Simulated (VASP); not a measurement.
# P in VASP: notebook, part 2 of 2

VASP 6.6.1. The steps go on from the part before.

## 6. Single point, LDA (volume scaled by 1.06)

INCAR

```
PREC     = Accurate       # precision mode
ENCUT    = 520            # plane-wave cutoff, eV
EDIFF    = 1E-6           # SCF threshold, eV
ISMEAR   = -1             # smearing method
SIGMA    = 0.05           # smearing width, eV
LREAL    = F              # projectors in reciprocal space
LASPH    = T              # aspherical terms in the spheres
NELM     = 80             # most SCF steps
ALGO     = Normal         # electronic algorithm
ISIF     = 2              # what is computed and relaxed
LWAVE    = F              # write WAVECAR
LCHARG   = F              # write CHGCAR
NBANDS   = 18             # bands
```

KPOINTS

```
Automatic mesh
0
Gamma
  8 1 6
```

POSCAR

```
P
1.0
    3.3481308887      0.0000000000      0.0000000000
    0.0000000000     35.5406757490      0.0000000000
    0.0000000000      0.0000000000      4.7229329649
P
4
Direct
    0.5000000000      0.9702614300      0.9078492800
    0.5000000000      0.0297385700      0.0921507200
    0.0000000000      0.0297385700      0.4078492800
    0.0000000000      0.9702614300      0.5921507200
```

Potentials or basis: VASP PAW LDA potentials, release 64 (P).

The run is started by

```bash
cat potpaw_LDA.64/P/POTCAR > POTCAR
mpirun -np 1 vasp_std > vasp.out
```

OUTCAR:

```text
PREC = Accurate
   ENCUT = 520
   EDIFF = 1E-6
   ISMEAR = -1
   LREAL = F
   LASPH = T
   NELM = 80
   ISIF = 2

 ion  position               nearest neighbor table
   1  0.500  0.970  0.908-   4 2.24   4 2.24   2 2.29
   2  0.500  0.030  0.092-   3 2.24   3 2.24   1 2.29
   3  0.000  0.030  0.408-   2 2.24   2 2.24   4 2.29
   4  0.000  0.970  0.592-   1 2.24   1 2.24   3 2.29

  LATTYP: Found a simple orthorhombic cell.
 ALAT       =     3.3481308887
 B/A-ratio  =     1.4106177811
 C/A-ratio  =    10.6150795565

  Lattice vectors:

 A1 = (  -3.3481308887,   0.0000000000,   0.0000000000)
 A2 = (   0.0000000000,   0.0000000000,   4.7229329649)
 A3 = (   0.0000000000,  35.5406757490,   0.0000000000)

Analysis of symmetry for initial positions (statically):
=====================================================================
 Subroutine PRICEL returns:
 Original cell was already a primitive cell.

 Routine SETGRP: Setting up the symmetry group for a
 simple orthorhombic supercell.

 Subroutine GETGRP returns: Found  8 space group operations
 (whereof  4 operations were pure point group operations)
 out of a pool of  8 trial point group operations.

The static configuration has the point symmetry C_2h.
 The point group associated with its full space group is D_2h.

Analysis of symmetry for dynamics (positions and initial velocities):
=====================================================================
 Subroutine PRICEL returns:
 Original cell was already a primitive cell.

 Routine SETGRP: Setting up the symmetry group for a
 simple orthorhombic supercell.

 Subroutine GETGRP returns: Found  8 space group operations
 (whereof  4 operations were pure point group operations)
 out of a pool of  8 trial point group operations.

The dynamic configuration has the point symmetry C_2h.
[... 115 lines left out ...]
   EFERMI_NEDOS =   21; number of points for ismear=-14 and -15
   IALGO  =     38    algorithm
   IMIX   =      4    mixing-type and parameters
     AMIX     =   0.40;   BMIX     =  1.00
     AMIX_MAG =   1.60;   BMIX_MAG =  1.00
  volume/ion in A,a.u.               =     140.50       948.15
  Fermi-wavevector in a.u.,A,eV,Ry     =   0.538482  1.017584  3.945190  0.289963
  Thomas-Fermi vector in A             =   1.564731
   LORBIT       =      0    0 simple, 1 ext, 2 COOP (PROOUT), +10 PAW based schemes
   GGA     = CA    functional components
   LHFCALC =     F    Hartree Fock is set to
   AEXX    =    0.0000 exact exchange contribution
   IVDW    =     0    specifies the selected vdW correction
   LEPSILON=     F    determine dielectric tensor
   LRPA    =     F    only Hartree local field effects (RPA)
 non-spin polarized calculation
  energy-cutoff  :      520.00
  volume of cell :      562.00
 maximum number of plane-waves:     15189
 NGX is ok and might be reduce to    28
   NGX = 13   NGY =133   NGZ = 17

 number of electron      20.0000000 magnetization

 Free energy of the ion-electron system (eV)
  ---------------------------------------------------
  ext. energy  EPLUGINS =         0.00000000
  ---------------------------------------------------
  free energy    TOTEN  =       -23.59874822 eV

  energy without entropy =      -23.59874029  energy(sigma->0) =      -23.59874425

 E-fermi :  -3.2843     XC(G=0):  -1.7526

 val. band max:       -3.7377160338   @ k =   0.0000   0.0000   0.0000
 cond. band min:      -2.8488186698   @ k =   0.0000   0.0000   0.0000
 fundamental gap:      0.8888973640
 Fermi energy:        -3.2843056362

 k-point     1 :       0.0000    0.0000    0.0000
  band No.  band energies     occupation
      1     -18.3907      2.00000
      2     -16.0569      2.00000
      3     -12.8492      2.00000
      4      -9.2381      2.00000
      5      -8.5274      2.00000
      6      -8.0524      2.00000
[... 397 lines left out ...]
      5      -8.5557      2.00000
      6      -8.5557      2.00000
[... 10 lines left out ...]
     17       2.6916      0.00000
     18       2.6916      0.00000

------------------------ aborting loop because EDIFF is reached ----------------------------------------

  FORCE on cell =-STRESS in cart. coord.  units (eV):
  Direction    XX          YY          ZZ          XY          YZ          ZX
  --------------------------------------------------------------------------------------
  -------------------------------------------------------------------------------------
  Total       -4.0415866     -1.7468668     -3.0184851      0.0000000      0.0000000      0.0000000
  in kB      -11.5218596     -4.9800129     -8.6051753      0.0000000      0.0000000      0.0000000
  external PRESSURE =      -8.3690160 kB  Pullay stress =       0.0000000 kB

 VOLUME and BASIS-vectors are now :
 -----------------------------------------------------------------------------
  energy-cutoff  :      520.00
  volume of cell :      562.00
      direct lattice vectors                 reciprocal lattice vectors
     3.348130889  0.000000000  0.000000000     0.298674106  0.000000000  0.000000000
     0.000000000 35.540675749  0.000000000     0.000000000  0.028136775  0.000000000
     0.000000000  0.000000000  4.722932965     0.000000000  0.000000000  0.211732838

 POSITION                                       TOTAL-FORCE (eV/Angst)
 -----------------------------------------------------------------------------------
      1.67407     34.48375      4.28771         0.000000      0.409754     -0.152395
      1.67407      1.05693      0.43522         0.000000     -0.409754      0.152395
      0.00000      1.05693      1.92624         0.000000     -0.409754     -0.152395
      0.00000     34.48375      2.79669         0.000000      0.409754      0.152395
 -----------------------------------------------------------------------------------
    total drift:                               -0.000000      0.000000      0.000000

  FREE ENERGIE OF THE ION-ELECTRON SYSTEM (eV)
  ---------------------------------------------------
  free  energy   TOTEN  =       -23.5987482178 eV

  energy  without entropy=      -23.5987402903  energy(sigma->0) =      -23.59874425
```

stdout:

```text
POSCAR found type information on POSCAR P
 POSCAR found :  1 types and       4 ions
 scaLAPACK will be used
 LDA part: xc-table for (Slater(with rela. corr.)+CA(PZ))
 , standard interpolation
 POSCAR, INCAR and KPOINTS ok, starting setup
 FFT: planning ... GRIDC
 FFT: planning ... GRID_SOFT
 FFT: planning ... GRID
 WAVECAR not read
 entering main loop
```

Run time: 2.5 min. Hardware: 1 thread of Intel Xeon 6975P-C (Granite Rapids), shared host; peak memory 0.49 GiB.

What came out:

| Quantity | Value |
| --- | --- |
| Free energy | -23.5987 eV |
| Largest force | 0.437 eV/Å |
| Band gap on the k mesh | 0.89 eV, direct |

Forces on the atoms (eV/Å):
```
P    0.000  0.410 -0.152
P    0.000 -0.410  0.152
P    0.000 -0.410 -0.152
P    0.000  0.410  0.152
```

## 7. Overview

| cell | gap on the mesh (eV) | largest force (eV/Å) |
| --- | --- | --- |
| a = 3.217, b = 34.145, c = 4.538 Å, 4 atoms | 0.80 | 0.62 |
| a = 3.262, b = 34.623, c = 4.601 Å, 4 atoms | 0.84 | 0.26 |
| a = 3.305, b = 35.088, c = 4.663 Å, 4 atoms | 0.86 | 0.19 |
| a = 3.327, b = 35.316, c = 4.693 Å, 4 atoms | 0.88 | 0.31 |
| a = 3.348, b = 35.541, c = 4.723 Å, 4 atoms | 0.89 | 0.44 |

Alike in all rows: task single point; level LDA; potentials or basis VASP PAW LDA potentials, release 64 (P); no spin polarisation; k mesh 8 × 1 × 6; cutoff (eV) 520; smearing fermi-dirac 0.05 eV.

Absolute energies hang on the potentials; compare differences alone.
